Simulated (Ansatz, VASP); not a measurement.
**EuO in VASP and in Ansatz**

The input INCAR:

```
PREC     = Accurate       # precision mode
ENCUT    = 600            # plane-wave cutoff, eV
EDIFF    = 1E-6           # SCF threshold, eV
ISMEAR   = -1             # smearing method
SIGMA    = 0.03           # smearing width, eV
LREAL    = F              # projectors in reciprocal space
LASPH    = T              # aspherical terms in the spheres
NELM     = 200            # most SCF steps
ALGO     = Normal         # electronic algorithm
ISIF     = 2              # what is computed and relaxed
LWAVE    = F              # write WAVECAR
LCHARG   = F              # write CHGCAR
ISPIN    = 2              # spin polarisation
MAGMOM   = 2.8 2.8 0 0    # initial moments
LORBIT   = 11             # projections on sites
LMAXMIX  = 6              # l up to which the mixer works
LDAU     = T              # DFT+U
LDAUTYPE = 2            
LDAUL    = 3 -1           # shell
LDAUU    = 5.3 0          # U, eV
LDAUJ    = 0 0          
LDAUPRINT= 1            
GGA      = PE             # functional
NBANDS   = 35             # bands
GGA_COMPAT= F
```

File KPOINTS:

```
regular mesh
0
Gamma
  6 6 3
```

File POSCAR:

```
EuO
1.0
    0.0000000000      2.5719500000      2.5719500000
    2.5719500000      0.0000000000      2.5719500000
    5.1439000000      5.1439000000      0.0000000000
Eu O
2 2
Direct
    0.0000000000      0.0000000000      0.0000000000
    0.0000000000      0.0000000000      0.5000000000
    0.5000000000      0.5000000000      0.2500000000
    0.5000000000      0.5000000000      0.7500000000
```

Input for Ansatz:

```yaml
crystal:
  lattice:
    - [0.0, 2.57195, 2.57195]
    - [2.57195, 0.0, 2.57195]
    - [5.1439, 5.1439, 0.0]
  atoms:
    - { symbol: Eu, position: [0.0, 0.0, 0.0], spin: 2.8 }
    - { symbol: Eu, position: [0.0, 0.0, 0.5], spin: 2.8 }
    - { symbol: O, position: [0.5, 0.5, 0.25] }
    - { symbol: O, position: [0.5, 0.5, 0.75] }
magnetization:
  spin_polarized: true
hamiltonian:
  xc: pbe
  pseudopotentials: { kind: paw }
  hubbard: { sites: [{ species: Eu, l: f, u_eff: 5.3 }] }
basis:
  ecutwfc: 420
kpoints:
  mp_grid: { grid: [6, 6, 3] }
scf:
  occupations: { method: fermi_dirac, width: 0.03 }
  lower_state_search: "off"
output:
  forces: true
  stress: true
```

Change from the starting cell: moments ++ scaled by 0.4, plain SCF.

Alike in both runs: task single point; functional PBE; k mesh 6 × 6 × 3; occupations fermi-dirac, width 0.03 eV; collinear spin; Hubbard terms Eu f U = 5.3 eV.

|  | VASP | Ansatz |
| --- | --- | --- |
| version | VASP 6.6.1 | Ansatz 0.2.0 |
| potentials or method | VASP PAW PBE potentials, release 64 (Eu, O), cutoff 600 eV | PAW, plane waves, scalar-relativistic |
| valence electrons in the cell | 46 | 46 |

```csv
,VASP,Ansatz,Ansatz less VASP
pressure (GPa),0.5,1.3,+0.74
net moment per atom (μB),3.50,3.50,0.000
size of the moment on the site where the two differ most (μB),6.71,6.75,+0.033
```

Site moments also hang on the region over which each program counts them. The programs project onto different local orbitals, so the same U acts differently, and such runs can settle in different states.

Neither program's run includes spin-orbit coupling.
